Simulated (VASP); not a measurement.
Write the native input for VASP 6.6.1 that does the following.

| Property | Result |
| --- | --- |
| Task | single point |
| Functional | r2SCAN |
| Potentials or basis | VASP PAW PBE potentials, release 64 (Zr_sv) |
| Cutoff | 520 eV |
| k mesh | 13 × 13 × 13 |
| Occupations | fermi-dirac, width 0.1 eV |
| Spin | no spin polarisation |
| Dipole correction | no |
| Further INCAR settings | ALGO = Normal; EDIFF = 1e-06; NBANDS = 12 |

Zr:

```
Zr
1.0
     0.00000    2.20250    2.20250
     2.20250    0.00000    2.20250
     2.20250    2.20250    0.00000
Zr
1
Direct
  0.00000 0.00000 0.00000
```

This isn't the form of Zr at room conditions, which is hcp.

These files were run (other wordings do the same):

POSCAR

```
Zr
1.0
    0.0000000000      2.2024964625      2.2024964625
    2.2024964625      0.0000000000      2.2024964625
    2.2024964625      2.2024964625      0.0000000000
Zr
1
Direct
    0.0000000000      0.0000000000      0.0000000000
```

INCAR.step1

```
ALGO = Normal ; EDIFF = 1E-4
ENCUT = 520 ; GGA = PE
ISMEAR = -1 ; LASPH = T
LCHARG = F ; LREAL = F
LWAVE = T ; NBANDS = 12
NELM = 80 ; PREC = Accurate
SIGMA = 0.1
```

INCAR.step2

```
ALGO = Normal ; EDIFF = 1E-6
ENCUT = 520 ; ISIF = 2
ISMEAR = -1 ; ISTART = 1
LASPH = T ; LCHARG = T
LELF = T ; LMIXTAU = T
LREAL = F ; LVHAR = T
LWAVE = F ; METAGGA = R2SCAN
NBANDS = 12 ; NELM = 80
PREC = Accurate ; SIGMA = 0.1
```

KPOINTS

```
k-points
0
Gamma
  13 13 13
```

Potentials or basis: VASP PAW PBE potentials, release 64 (Zr_sv).

Command:

```bash
$ cat potpaw_PBE.64/Zr_sv/POTCAR > POTCAR
$ cp INCAR.step1 INCAR
$ mpirun -np 1 vasp_std > vasp.out
$ cp INCAR.step2 INCAR
$ mpirun -np 1 vasp_std > vasp.out
```

Results of the run:

- Pressure: 9.3 GPa
- Band gap on the k mesh: zero (bands 6 and 7 overlap by 1.81 eV)

Caveat: the cell stands under pressure; the PAW data sets were made with another functional, which shifts forces and pressure a little.

Run time: 29 s on 1 thread of Intel(R) Xeon(R) 6975P-C (Granite Rapids), on a shared host, peak memory 0.15 GiB.
